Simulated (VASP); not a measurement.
Sr, 1 atom in the cell. The structure is orthorhombic, space group Immm (No. 71). Conventional cell: a = 4.238 Å, b = 4.367 Å, c = 6.085 Å, α = 90.00°, β = 90.00°, γ = 90.00°. Within 5.6 Å of Sr (site symmetry mmm) lie 12 Sr at 4.24 to 4.37 Å.  This cell differs from its parent crystal: strain +0.0300 x Voigt [0, 0, 0, 0, 0, 1].

| Property | Result |
| --- | --- |
| Program | VASP 6.6.1 |
| Task | single point |
| Functional | PBEsol |
| Potentials or basis | VASP PAW PBE potentials, release 64 (Sr_sv) |
| Cutoff | 520 eV |
| k mesh | 10 × 10 × 10 |
| Occupations | gaussian, width 0.03 eV |
| Spin | no spin polarisation |
| Dipole correction | no |
| Further INCAR settings | ALGO = Fast; EDIFF = 1e-06; NBANDS = 11 |

Potentials or basis: VASP PAW PBE potentials, release 64 (Sr_sv).

Command:

```console
$ cat potpaw_PBE.64/Sr_sv/POTCAR > POTCAR
$ mpirun -np 1 vasp_std > vasp.out
```

Hardware: 1 thread of Intel(R) Xeon(R) 6975P-C (Granite Rapids), with other jobs on the host.

Estimate the wall time of this run.

Wall time 27 s on 1 thread of Intel(R) Xeon(R) 6975P-C (Granite Rapids) (shared host), peak memory 0.25 GiB. Counts: scf iterations 12, k points 171.
